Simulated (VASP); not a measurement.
# Au (Cmcm) in VASP: a series of runs

The runs below take Au through single point, with PBE, revPBE, PBE+U.

All numbers are computed with VASP 6.6.1; they aren't measurements. Logs are shortened: lines on timing, memory, paths and dates and some standing lists are left out, and cuts for length are marked.

### 1 The cell of the first run

It takes space group Cmcm (No. 63, orthorhombic). The conventional cell has a = 2.823 Å, b = 5.112 Å, c = 4.893 Å, α = 90.00°, β = 90.00°, γ = 90.00°. Within 3.7 Å of Au (site symmetry m2m) lie 12 Au at 2.82 to 2.97 Å.

### 2 Single point, PBE

The input, INCAR:

```
SYSTEM = Au
ALGO = Normal
EDIFF = 1E-6
ENCUT = 520
GGA = PE
ISIF = 2
ISMEAR = 0
LASPH = .True.
LCHARG = .False.
LREAL = .False.
LWAVE = .False.
NBANDS = 18
NELM = 80
PREC = Accurate
SIGMA = 0.1
```

The input, KPOINTS:

```
k-points
0
Gamma
  2 2 1
  0 0 0
```

The input, POSCAR:

```
Au
1.0
    1.4113099650     -2.5559330250      0.0000000000
    1.4113099650      2.5559330250      0.0000000000
    0.0000000000      0.0000000000      4.8931696100
Au
2
Direct
    0.6653279700      0.3346720300      0.2500000000
    0.3346720300      0.6653279700      0.7500000000
```

Potentials or basis: VASP PAW PBE potentials, release 64 (Au).

Started as:

```bash
cat potpaw_PBE.64/Au/POTCAR > POTCAR
mpirun -np 1 vasp_std > vasp.out
```

OUTCAR:

```text
SYSTEM = Au
   EDIFF = 1E-6
   ENCUT = 520
   GGA = PE
   ISIF = 2
   ISMEAR = 0
   LASPH = .True.
   LREAL = .False.
   NELM = 80
   PREC = Accurate

 ion  position               nearest neighbor table
   1  0.665  0.335  0.250-   2 2.95   2 2.95   2 2.95   2 2.95   2 2.97   2 2.97
   2  0.335  0.665  0.750-   1 2.95   1 2.95   1 2.95   1 2.95   1 2.97   1 2.97

  LATTYP: Found a base centered orthorhombic cell.
 ALAT       =     2.8226199300
 B/A-ratio  =     1.8110359088
 C/A-ratio  =     1.7335559627

  Lattice vectors:

 A1 = (   1.4113099650,  -2.5559330250,   0.0000000000)
 A2 = (   1.4113099650,   2.5559330250,   0.0000000000)
 A3 = (   0.0000000000,   0.0000000000,   4.8931696100)

Analysis of symmetry for initial positions (statically):
=====================================================================
 Subroutine PRICEL returns:
 Original cell was already a primitive cell.

 Routine SETGRP: Setting up the symmetry group for a
 base centered orthorhombic supercell.

 Subroutine GETGRP returns: Found  8 space group operations
 (whereof  4 operations were pure point group operations)
 out of a pool of  8 trial point group operations.

The static configuration has the point symmetry C_2h.
 The point group associated with its full space group is D_2h.

Analysis of symmetry for dynamics (positions and initial velocities):
=====================================================================
 Subroutine PRICEL returns:
 Original cell was already a primitive cell.

 Routine SETGRP: Setting up the symmetry group for a
 base centered orthorhombic supercell.

 Subroutine GETGRP returns: Found  8 space group operations
 (whereof  4 operations were pure point group operations)
 out of a pool of  8 trial point group operations.

The dynamic configuration has the point symmetry C_2h.
 The point group associated with its full space group is D_2h.

 Subroutine INISYM returns: Found  8 space group operations
 (whereof  4 operations are pure point group operations),
 and found     1 'primitive' translations

----------------------------------------------------------------------------------------

                                     Primitive cell

  volume of cell :      35.3014

  direct lattice vectors                    reciprocal lattice vectors
     1.411309965 -2.555933025  0.000000000     0.354280783 -0.195623279  0.000000000
     1.411309965  2.555933025  0.000000000     0.354280783  0.195623279  0.000000000
     0.000000000  0.000000000  4.893169610     0.000000000  0.000000000  0.204366511

  length of vectors
     2.919689957  2.919689957  4.893169610     0.404701545  0.404701545  0.204366511

  position of ions in fractional coordinates (direct lattice)
     0.665327970  0.334672030  0.250000000
     0.334672030  0.665327970  0.750000000

  ion indices of the primitive-cell ions
   primitive index   ion index
                 1           1
                 2           2

----------------------------------------------------------------------------------------

 KPOINTS: k-points

Automatic generation of k-mesh.
 Grid dimensions read from file:
 generate k-points for:    2    2    1

 Generating k-lattice:

  Cartesian coordinates                     Fractional coordinates (reciprocal lattice)
     0.177140392 -0.097811640  0.000000000     0.500000000  0.000000000  0.000000000
     0.177140392  0.097811640  0.000000000     0.000000000  0.500000000  0.000000000
     0.000000000  0.000000000  0.204366511     0.000000000  0.000000000  1.000000000

  Length of vectors
     0.202350773  0.202350773  0.204366511

  Shift w.r.t. Gamma in fractional coordinates (k-lattice)
     0.000000000  0.000000000  0.000000000

 Subroutine IBZKPT returns following result:
 ===========================================

 Found      3 irreducible k-points:

 Following reciprocal coordinates:
            Coordinates               Weight
  0.000000  0.000000  0.000000      1.000000
  0.500000 -0.000000  0.000000      2.000000
  0.500000  0.500000  0.000000      1.000000
   k-points           NKPTS =      3   k-points in BZ     NKDIM =      3   number of bands    NBANDS=     18
   number of dos      NEDOS =    301   number of ions     NIONS =      2
   total plane-waves  NPLWV =  20736
   dimension x,y,z NGX =    24 NGY =   24 NGZ =   36
   dimension x,y,z NGXF=    48 NGYF=   48 NGZF=   72
   ions per type =               2
   NGX,Y,Z   is equivalent  to a cutoff of  13.67, 13.67, 12.23 a.u.
   NGXF,Y,Z  is equivalent  to a cutoff of  27.33, 27.33, 24.46 a.u.
 SYSTEM =  Au
   PREC   = accura    normal or accurate (medium, high low for compatibility)
   ISTART =      0    job   : 0-new  1-cont  2-samecut
   ICHARG =      2    charge: 1-file 2-atom 10-const
   ISPIN  =      1    spin polarized calculation?
   LNONCOLLINEAR =      F non collinear calculations
   LSORBIT =      F    spin-orbit coupling
   LASPH  =      T    aspherical Exc in radial PAW
   ENCUT  =  520.0 eV  38.22 Ry    6.18 a.u.   5.43  5.43  9.10*2*pi/ulx,y,z
   NELM   =     80;   NELMIN=  2; NELMDL= -5     # of ELM steps
   EDIFF  = 0.1E-05   stopping-criterion for ELM
   LREAL  =      F    real-space projection
   EDIFFG = 0.1E-04   stopping-criterion for IOM
   NSW    =      0    number of steps for IOM
   IBRION =     -1    ionic relax: 0-MD 1-quasi-New 2-CG
   NFREE  =      0    steps in history (QN), initial steepest desc. (CG)
   ISIF   =      2    stress and relaxation
   ISYM   =      2    0-nonsym 1-usesym 2-fastsym
   POTIM  = 0.5000    time-step for ionic-motion
   TEBEG  =    0.0;   TEEND  =   0.0 temperature during run
   PSTRESS=    0.0 pullay stress
   NELECT =      22.0000    total number of electrons
   NUPDOWN=      -1.0000    fix difference up-down
   EMIN   =  10.00;   EMAX   =-10.00  energy-range for DOS
   EFERMI =   0.00;   METHOD = LEGACY
   ISMEAR =     0;   SIGMA  =   0.10  broadening in eV -4-tet -1-fermi 0-gaus
   EFERMI_NEDOS =   21; number of points for ismear=-14 and -15
   IALGO  =     38    algorithm
   IMIX   =      4    mixing-type and parameters
     AMIX     =   0.40;   BMIX     =  1.00
     AMIX_MAG =   1.60;   BMIX_MAG =  1.00
  volume/ion in A,a.u.               =      17.65       119.11
  Fermi-wavevector in a.u.,A,eV,Ry     =   1.398358  2.642513 26.604898  1.955405
  Thomas-Fermi vector in A             =   2.521524
   LORBIT       =      0    0 simple, 1 ext, 2 COOP (PROOUT), +10 PAW based schemes
   GGA     = PE    functional components
   LHFCALC =     F    Hartree Fock is set to
   AEXX    =    0.0000 exact exchange contribution
   IVDW    =     0    specifies the selected vdW correction
   LEPSILON=     F    determine dielectric tensor
   LRPA    =     F    only Hartree local field effects (RPA)
 non-spin polarized calculation
 Gauss-broadening in eV      SIGMA  =   0.10
  energy-cutoff  :      520.00
  volume of cell :       35.30
 maximum number of plane-waves:       955
 NGX is ok and might be reduce to    24
   NGX = 11   NGY = 11   NGZ = 19

 number of electron      21.9999997 magnetization

 Free energy of the ion-electron system (eV)
  ---------------------------------------------------
  ext. energy  EPLUGINS =         0.00000000
  ---------------------------------------------------
  free energy    TOTEN  =        -2.79304340 eV

  energy without entropy =       -2.76427029  energy(sigma->0) =       -2.77865685

 E-fermi :   9.2914     XC(G=0): -12.5294

 val. band max:        9.2909409137   @ k =   0.5000  -0.0000   0.0000
 cond. band min:      10.1198016216   @ k =   0.5000   0.5000   0.0000
 fundamental gap:      0.8288607079
 Fermi energy:         9.2914361005

 k-point     1 :       0.0000    0.0000    0.0000
  band No.  band energies     occupation
      1      -0.6199      2.00000
      2       1.6586      2.00000
      3       4.0600      2.00000
      4       4.1470      2.00000
      5       4.5088      2.00000
      6       4.7401      2.00000
      7       4.9872      2.00000
      8       5.4678      2.00000
      9       5.5432      2.00000
     10       6.7394      2.00000
     11       6.7534      2.00000
     12       7.8887      2.00000
     13      11.2957      0.00000
     14      23.3441      0.00000
     15      24.3812      0.00000
     16      25.4806      0.00000
     17      26.8984      0.00000
     18      27.7708      0.00000

 k-point     2 :       0.5000   -0.0000    0.0000
  band No.  band energies     occupation
      1       2.3096      2.00000
      2       2.3628      2.00000
      3       2.8105      2.00000
      4       4.4036      2.00000
      5       4.7571      2.00000
      6       4.9910      2.00000
      7       5.3885      2.00000
      8       6.9295      2.00000
      9       7.0460      2.00000
     10       7.2004      2.00000
     11       9.2909      1.00559
     12      10.5391      0.00000
     13      14.5546      0.00000
     14      16.1050      0.00000
     15      16.1809      0.00000
     16      18.8757      0.00000
     17      20.4845      0.00000
     18      23.5086      0.00000

 k-point     3 :       0.5000    0.5000    0.0000
  band No.  band energies     occupation
      1       2.0809      2.00000
      2       2.1858      2.00000
      3       2.9616      2.00000
      4       4.6400      2.00000
      5       4.6696      2.00000
      6       4.7280      2.00000
      7       5.2936      2.00000
      8       6.9534      2.00000
      9       6.9644      2.00000
     10       7.1370      2.00000
     11       9.1120      1.98882
     12      10.1198      0.00000
     13      14.2280      0.00000
     14      15.6221      0.00000
     15      15.8241      0.00000
     16      19.9888      0.00000
     17      20.0868      0.00000
     18      24.2450      0.00000

------------------------ aborting loop because EDIFF is reached ----------------------------------------

  FORCE on cell =-STRESS in cart. coord.  units (eV):
  Direction    XX          YY          ZZ          XY          YZ          ZX
  --------------------------------------------------------------------------------------
  -------------------------------------------------------------------------------------
  Total        6.3211052      8.0700289     -1.5398403      0.0000000      0.0000000      0.0000000
  in kB      286.8873871    366.2634044    -69.8866342      0.0000000      0.0000000      0.0000000
  external PRESSURE =     194.4213858 kB  Pullay stress =       0.0000000 kB

 VOLUME and BASIS-vectors are now :
 -----------------------------------------------------------------------------
  energy-cutoff  :      520.00
  volume of cell :       35.30
      direct lattice vectors                 reciprocal lattice vectors
     1.411309965 -2.555933025  0.000000000     0.354280783 -0.195623279  0.000000000
     1.411309965  2.555933025  0.000000000     0.354280783  0.195623279  0.000000000
     0.000000000  0.000000000  4.893169610     0.000000000  0.000000000  0.204366511

 POSITION                                       TOTAL-FORCE (eV/Angst)
 -----------------------------------------------------------------------------------
      1.41131     -0.84513      1.22329         0.000000     -0.402962      0.000000
      1.41131      0.84513      3.66988         0.000000      0.402962     -0.000000
 -----------------------------------------------------------------------------------
    total drift:                                0.000000      0.000000     -0.000000

  FREE ENERGIE OF THE ION-ELECTRON SYSTEM (eV)
  ---------------------------------------------------
  free  energy   TOTEN  =        -2.7930434044 eV

  energy  without entropy=       -2.7642702891  energy(sigma->0) =       -2.77865685
```

Wall time 2.3 s (1 thread of Intel Xeon 6975P-C (Granite Rapids), shared host); peak memory 0.14 GiB.

What came out:

```yaml
Free_energy: -2.7930 eV
Pressure: 19.4 GPa
Largest_force: 0.403 eV/Å
Band_gap_on_the_k_mesh: zero (band 11 reaches 9.29 eV, above the bottom of band 12 at 7.89 eV)
```

Forces on the atoms (eV/Å):
```
Au   0.000 -0.403  0.000
Au   0.000  0.403  0.000
```

Stress tensor (GPa, compression positive):
```
28.69  0.00  0.00
 0.00 36.63  0.00
 0.00  0.00 -6.99
```

Levels at points of the mesh, in eV from the Fermi level:
| k point | band 9 | band 10 | band 11 | band 12 | band 13 | band 14 |
| --- | --- | --- | --- | --- | --- | --- |
| (0.00, 0.00, 0.00) | -3.75 | -2.55 | -2.54 | -1.40 | 2.00 | 14.05 |
| (0.50, 0.00, 0.00) | -2.25 | -2.09 | 0.00 | 1.25 | 5.26 | 6.81 |
| (0.50, 0.50, 0.00) | -2.33 | -2.15 | -0.18 | 0.83 | 4.94 | 6.33 |

Caveat: the k points lie up to 1.28 Å⁻¹ apart; spin-orbit coupling is left out, which moves the levels of the heavy elements.

[end of part 1 of 3]
